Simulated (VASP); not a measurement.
Runs of VASP 6.6.1 on NaScTe2. The structure is that of space group P4/mmm (No. 123), or close to it. The cells are those of the table. 

```csv
level,potentials or basis,cell,gap on the mesh (eV),pressure (GPa)
LDA,"VASP PAW LDA potentials, release 64 (Na_pv, Te, Sc_sv)","a = 4.191, b = 4.191, c = 5.790 Å, 4 atoms",none,0.2
PBE,"VASP PAW PBE potentials, release 64 (Na_pv, Te, Sc_sv)","a = 4.310, b = 4.310, c = 5.899 Å, 4 atoms",none,0.5
r2SCAN,"VASP PAW PBE potentials, release 64 (Na_pv, Te, Sc_sv)","a = 4.310, b = 4.310, c = 5.899 Å, 4 atoms",none,(a)
LDA,"VASP PAW LDA potentials, release 64 (Na_pv, Te, Sc_sv)","a = 4.310, b = 4.310, c = 5.899 Å, 4 atoms",none,-3.2
PBEsol,"VASP PAW PBE potentials, release 64 (Na_pv, Te, Sc_sv)","a = 4.246, b = 4.246, c = 5.853 Å, 4 atoms",none,(b)
```

Alike in all rows: task single point; no spin polarisation; k mesh 6 × 6 × 4; cutoff (eV) 520; smearing fermi-dirac 0.02 eV.

Problem. Fill in the values left out.

Solution. (a) 0.0; (b) 0.1.

Caveats: spin-orbit coupling is left out, which moves the levels of the heavy elements; the PAW data sets were made with another functional, which shifts forces and pressure a little (at least some runs); the cell stands under tension (at least some runs).

A k mesh can miss the band edges, and the runs leave out spin-orbit coupling on Te.

A gap of «none» marks levels without a gap at the run's occupations.
